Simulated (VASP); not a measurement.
# BiP (P-6m2) in VASP: further runs, part 2 of 2

VASP 6.6.1. The steps go on from the part before.

### Step 3. Relaxation of shape and atoms at fixed volume, r2SCAN (volume scaled by 0.980)

File POSCAR:

```
BiP
1.0
    3.8925570580      0.0000000000      0.0000000000
   -1.9462785290      3.3710532979      0.0000000000
    0.0000000000      0.0000000000      3.7236541886
Bi P
1 1
Direct
    0.0000000000      0.0000000000      0.0000000000
    0.6666666667      0.3333333333      0.5000000000
```

File INCAR.step1:

```
SYSTEM = BiP
ALGO     = Normal         ! electronic algorithm
EDIFF    = 1E-4           ! SCF threshold, eV
ENCUT    = 600            ! plane-wave cutoff, eV
GGA      = PE             ! functional
ISMEAR   = 0              ! smearing method
LASPH    = .TRUE.         ! aspherical terms in the spheres
LCHARG   = .FALSE.        ! write CHGCAR
LREAL    = .FALSE.        ! projectors in reciprocal space
LWAVE    = .TRUE.         ! write WAVECAR
NELM     = 60             ! most SCF steps
PREC     = Accurate       ! precision mode
SIGMA    = 0.05           ! smearing width, eV
```

File INCAR.step2:

```
SYSTEM = BiP
ALGO     = Normal         ! electronic algorithm
EDIFF    = 1E-6           ! SCF threshold, eV
EDIFFG   = -0.01          ! ionic threshold
ENCUT    = 600            ! plane-wave cutoff, eV
IBRION   = 2              ! ionic algorithm
ISIF     = 4              ! what is computed and relaxed
ISMEAR   = 0              ! smearing method
ISTART   = 1            
LASPH    = .TRUE.         ! aspherical terms in the spheres
LCHARG   = .FALSE.        ! write CHGCAR
LMIXTAU  = .TRUE.       
LREAL    = .FALSE.        ! projectors in reciprocal space
LWAVE    = .FALSE.        ! write WAVECAR
METAGGA  = R2SCAN         ! meta-GGA
NELM     = 60             ! most SCF steps
NSW      = 60             ! ionic steps
PREC     = Accurate       ! precision mode
SIGMA    = 0.05           ! smearing width, eV
```

File KPOINTS:

```
k-points
0
G
  10 10 10
  0 0 0
```

Potentials or basis: VASP PAW PBE potentials, release 64 (Bi_d, P).

Started as:

```console
> cat potpaw_PBE.64/Bi_d/POTCAR potpaw_PBE.64/P/POTCAR > POTCAR
> cp INCAR.step1 INCAR
> mpirun -np 1 vasp_std > vasp.out
> cp INCAR.step2 INCAR
> mpirun -np 1 vasp_std > vasp.out
```

OUTCAR:

```text
SYSTEM = BiP
   EDIFF = 1E-6
   EDIFFG = -0.01
   ENCUT = 600
   IBRION = 2
   ISIF = 4
   ISMEAR = 0
   ISTART = 1
   LASPH = .TRUE.
   LREAL = .FALSE.
   METAGGA = R2SCAN
   NELM = 60
   NSW = 60
   PREC = Accurate

 ion  position               nearest neighbor table
   1  0.000  0.000  0.000-   2 2.92   2 2.92   2 2.92   2 2.92   2 2.92   2 2.92
   2  0.667  0.333  0.500-   1 2.92   1 2.92   1 2.92   1 2.92   1 2.92   1 2.92

  LATTYP: Found a hexagonal cell.
 ALAT       =     3.8925570580
 C/A-ratio  =     0.9566087621

  Lattice vectors:

 A1 = (   3.8925570580,   0.0000000000,   0.0000000000)
 A2 = (  -1.9462785290,   3.3710532979,   0.0000000000)
 A3 = (   0.0000000000,   0.0000000000,   3.7236541886)

Analysis of symmetry for initial positions (statically):
=====================================================================
 Subroutine PRICEL returns:
 Original cell was already a primitive cell.

 Routine SETGRP: Setting up the symmetry group for a
 hexagonal supercell.

 Subroutine GETGRP returns: Found 12 space group operations
 (whereof 12 operations were pure point group operations)
 out of a pool of 24 trial point group operations.

The static configuration has the point symmetry D_3h.

Analysis of symmetry for dynamics (positions and initial velocities):
=====================================================================
 Subroutine PRICEL returns:
 Original cell was already a primitive cell.

 Routine SETGRP: Setting up the symmetry group for a
 hexagonal supercell.

 Subroutine GETGRP returns: Found 12 space group operations
 (whereof 12 operations were pure point group operations)
 out of a pool of 24 trial point group operations.

The dynamic configuration has the point symmetry D_3h.

 Subroutine INISYM returns: Found 12 space group operations
 (whereof 12 operations are pure point group operations),
 and found     1 'primitive' translations

[... 169 lines left out ...]
 -----------------------------------------------------------------------------------
    total drift:                               -0.000000      0.000000     -0.000000

  FREE ENERGIE OF THE ION-ELECTRON SYSTEM (eV)
  ---------------------------------------------------
  free  energy   TOTEN  =       -66.8207918585 eV

  energy  without entropy=      -66.8195555514  energy(sigma->0) =      -66.82017370

--------------------------------------- Ionic step        2  -------------------------------------------

 number of electron      19.9999998 magnetization

 Free energy of the ion-electron system (eV)
  ---------------------------------------------------
  ext. energy  EPLUGINS =         0.00000000
  ---------------------------------------------------
  free energy    TOTEN  =       -66.82109389 eV

  energy without entropy =      -66.81983986  energy(sigma->0) =      -66.82046688

 E-fermi :   7.4311     XC(G=0): -10.8867

 val. band max:        7.3289489960   @ k =   0.0000   0.0000   0.5000
 cond. band min:       7.4429994236   @ k =   0.2000   0.1000   0.2000
 fundamental gap:      0.1140504276
 Fermi energy:         7.4310990167

 k-point     1 :       0.0000    0.0000    0.0000
  band No.  band energies     occupation
      1     -16.4686      2.00000
      2     -16.4423      2.00000
      3     -16.4423      2.00000
      4     -16.3839      2.00000
      5     -16.3839      2.00000
      6      -7.2464      2.00000
      7       1.2876      2.00000
      8       4.4730      2.00000
      9       5.9493      2.00000
     10       5.9493      2.00000
     11      10.0241      0.00000
     12      10.0241      0.00000
     13      11.6317      0.00000
     14      14.3555      0.00000
[... 377 lines left out ...]
      1     -16.4586      2.00000
      2     -16.4211      2.00000
      3     -16.4141      2.00000
      4     -16.3950      2.00000
      5     -16.3897      2.00000
      6      -4.9714      2.00000
      7      -2.6591      2.00000
      8       3.4450      2.00000
      9       5.0495      2.00000
     10       7.0700      2.00000
     11       8.1212      0.00000
     12      11.0335      0.00000
     13      11.9673      0.00000
     14      12.9585      0.00000

 [... further k-points ...]
[... 5 lines left out ...]
  --------------------------------------------------------------------------------------
  -------------------------------------------------------------------------------------
  Total        0.4496019      0.4496019      0.4651129      0.0000000      0.0000000      0.0000000
  in kB       14.7424193     14.7424193     15.2510253      0.0000000      0.0000000      0.0000000
  external PRESSURE =      14.9119546 kB  Pullay stress =       0.0000000 kB

 VOLUME and BASIS-vectors are now :
 -----------------------------------------------------------------------------
  energy-cutoff  :      600.00
  volume of cell :       48.86
      direct lattice vectors                 reciprocal lattice vectors
     3.886702877  0.000000000  0.000000000     0.257287483  0.148544998  0.000000000
    -1.943351438  3.365983428 -0.000000000    -0.000000000  0.297089995  0.000000000
     0.000000000 -0.000000000  3.734879828    -0.000000000 -0.000000000  0.267746232

 POSITION                                       TOTAL-FORCE (eV/Angst)
 -----------------------------------------------------------------------------------
      0.00000      0.00000      0.00000         0.000000      0.000000     -0.000000
      1.94335      1.12199      1.86744        -0.000000     -0.000000      0.000000
 -----------------------------------------------------------------------------------
    total drift:                               -0.000000      0.000000     -0.000000

  FREE ENERGIE OF THE ION-ELECTRON SYSTEM (eV)
  ---------------------------------------------------
  free  energy   TOTEN  =       -66.8210938918 eV

  energy  without entropy=      -66.8198398606  energy(sigma->0) =      -66.82046688

 reached required accuracy - stopping structural energy minimisation
```

Wall time 4.7 min (1 thread of Oxide Virtual Turin-like, shared host); peak memory 0.2 GiB.

What came out:

```yaml
Free_energy: -66.8211 eV
Energy_gained_by_relaxing: 0.2 meV/atom
Ionic_steps: 2
Pressure_after_relaxing: 1.5 GPa
Band_gap_on_the_k_mesh: zero (band 10 reaches 8.18 eV, above the bottom of band 11 at 5.15 eV)
```

Step by step:
| step | energy change (eV) | largest force (eV/Å) | pressure (GPa) | volume (Å³) |
| --- | --- | --- | --- | --- |
| 1 | 0.0000 | 0.0000 | 1.59 | 48.86 |
| 2 | -0.0003 | 0.0000 | 1.49 | 48.86 |

Final structure:
```
Bi P
1.0
     3.88670    0.00000    0.00000
    -1.94335    3.36598    0.00000
     0.00000    0.00000    3.73488
Bi P
1 1
Direct
  0.00000 0.00000 0.00000
  0.66667 0.33333 0.50000
```

Caveat: the cell differs from its parent crystal (volume scaled by 0.980); the PAW data sets were made with another functional, which shifts forces and pressure a little; spin-orbit coupling is left out, which moves the levels of the heavy elements.
